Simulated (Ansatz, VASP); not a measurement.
This is a calculation of W for VASP 6.6.1.

Contents of INCAR:

```
PREC = Accurate
ENCUT = 520
EDIFF = 1E-7
ISMEAR = -1
SIGMA = 0.05
LREAL = False
LASPH = True
NELM = 100
ALGO = Normal
ISIF = 2
LWAVE = False
LCHARG = True
LDIPOL = True
IDIPOL = 3
DIPOL = 0.5 0.5 0.500
GGA = PE
LELF = True
LVHAR = True
LVACPOTAV = True
NBANDS = 43
```

Contents of KPOINTS:

```
regular mesh
0
Gamma
  11 11 1
```

Contents of POSCAR:

```
W
1.0
    2.8708535316      0.0000000000      0.0000000000
   -1.4354267658      2.4862320889      0.0000000000
    0.0000000000      0.0000000000     24.3761683716
W
5
Direct
    0.6666666667      0.3333333333      0.3076775597
    0.3333333333      0.6666666667      0.4038387799
    0.0000000000      0.0000000000      0.5000000000
    0.6666666667      0.3333333333      0.5961612201
    0.3333333333      0.6666666667      0.6923224403
```

Potentials or basis: VASP PAW PBE potentials, release 64 (W_sv).

Run with:

```console
$ cat potpaw_PBE.64/W_sv/POTCAR > POTCAR
$ mpirun -np 1 vasp_std > vasp.out
```

**Question.** Translate it to Ansatz 0.2.0. Potentials there: Ansatz PAW.

**Answer.** As run (the cutoff follows the program's own potentials):

The input input.yaml:

```yaml
crystal:
  lattice:
    - [2.8708535316, 0.0, 0.0]
    - [-1.4354267658, 2.4862320889, 0.0]
    - [0.0, 0.0, 24.3761683716]
  atoms:
    - { symbol: W, position: [0.6666666667, 0.3333333333, 0.3076775597] }
    - { symbol: W, position: [0.3333333333, 0.6666666667, 0.4038387799] }
    - { symbol: W, position: [0.0, 0.0, 0.5] }
    - { symbol: W, position: [0.6666666667, 0.3333333333, 0.5961612201] }
    - { symbol: W, position: [0.3333333333, 0.6666666667, 0.6923224403] }
hamiltonian:
  xc: pbe
  pseudopotentials: { kind: paw }
kpoints:
  mp_grid: { grid: [11, 11, 1] }
scf:
  occupations: { method: fermi_dirac, width: 0.05 }
output:
  forces: true
  eigenvalues: true
efield:
  axis: 3
  dipole_correction: true
  ramp_width: 0.04
```

Potentials or basis: Ansatz PAW.

Run with:

```console
$ ansatz run input.yaml --threads 4 --pin off --max-ram 11264MiB --backend cpu --events-out ev --progress --plain --runs-dir out
```

Both were run:

|  | VASP | Ansatz | Ansatz less VASP |
| --- | --- | --- | --- |
| gap on the k mesh at the Fermi level (eV) | none | none | - |
| rms of the force components (eV/Å) | 0.070 | 0.072 | +0.0026 |
| work function, face that differs most (eV) | 4.98 | 4.98 | -0.002 |

Atom by atom the forces differ by 0.008 eV/Å (rms over components). A gap of «none» marks a metal or a gap that the smearing closes.

Spin-orbit coupling is off throughout.
